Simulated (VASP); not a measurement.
**H2C18O: single point with LDA**

The system is H2C18O, a slab with vacuum.

```
C O H
1.0
     7.39800    0.00000    0.00000
    -3.69900    6.40686    0.00000
     0.00000    0.00000   13.00000
C O H
18 1 2
Direct
  0.99563 0.00212 0.05422
  0.21645 0.11251 0.05398
  0.99351 0.33514 0.05419
  0.21847 0.44759 0.05417
  0.99537 0.67049 0.05381
  0.21658 0.78117 0.05386
  0.32696 0.00171 0.05387
  0.55179 0.11427 0.05411
  0.32872 0.33743 0.05413
  0.54991 0.44787 0.05413
  0.32902 0.66875 0.05413
  0.54950 0.77896 0.05418
  0.66195 0.00396 0.05421
  0.88316 0.11469 0.05428
  0.66238 0.33535 0.05413
  0.88286 0.44565 0.05406
  0.66005 0.66839 0.05412
  0.88493 0.78062 0.05396
  0.12780 0.91966 0.28240
  0.08078 0.96402 0.22234
  0.04183 0.92021 0.33865
```

* Program: VASP 6.6.1
* Task: single point
* Functional: LDA
* Potentials or basis: VASP PAW LDA potentials, release 64 (C, O, H)
* Cutoff: 520 eV
* k mesh: 2 × 2 × 1
* Occupations: gaussian, width 0.05 eV
* Spin: no spin polarisation

* Largest force: 0.197 eV/Å
* Band gap on the k mesh: 0.20 eV, direct

Forces in eV/Å, atoms in the order of the input:
```
C    0.021 -0.023  0.000
C    0.014 -0.027  0.003
C   -0.004  0.017 -0.002
C   -0.018  0.009  0.001
C   -0.018  0.010  0.002
C   -0.008  0.013 -0.001
C   -0.016 -0.006  0.003
C    0.000 -0.013  0.000
C    0.022  0.003  0.002
C    0.014 -0.004  0.000
C   -0.003  0.003  0.001
C   -0.023  0.016 -0.003
C   -0.009 -0.014  0.003
C   -0.011 -0.004  0.002
C   -0.015  0.026  0.000
C    0.000  0.009  0.002
C    0.021 -0.013  0.000
C    0.025 -0.006  0.001
O    0.152 -0.026 -0.018
H   -0.050  0.048 -0.165
H   -0.098 -0.020  0.170
```

Levels at points of the mesh, in eV from the valence-band top:
| k point | band 36 | band 37 | band 38 | band 39 | band 40 | band 41 | band 42 | band 43 | band 44 | band 45 |
| --- | --- | --- | --- | --- | --- | --- | --- | --- | --- | --- |
| (0.00, 0.00, 0.00) | -2.93 | -2.93 | -2.46 | -0.02 | 0.00 | 0.21 | 0.22 | 3.29 | 4.36 | 4.86 |
| (0.50, 0.00, 0.00) | -2.58 | -2.55 | -2.53 | -2.36 | -2.21 | 1.72 | 2.53 | 2.57 | 2.63 | 2.65 |
| (0.00, 0.50, 0.00) | -2.58 | -2.53 | -2.52 | -2.39 | -2.19 | 1.73 | 2.53 | 2.57 | 2.62 | 2.65 |
| (0.50, 0.50, 0.00) | -2.58 | -2.57 | -2.51 | -2.34 | -2.24 | 1.73 | 2.54 | 2.59 | 2.60 | 2.64 |

Run time: 6.8 min on 1 thread of Oxide Virtual Turin-like Processor, with other jobs on the host, peak memory 0.48 GiB.

Caveat: the k points lie up to 0.49 Å⁻¹ apart.
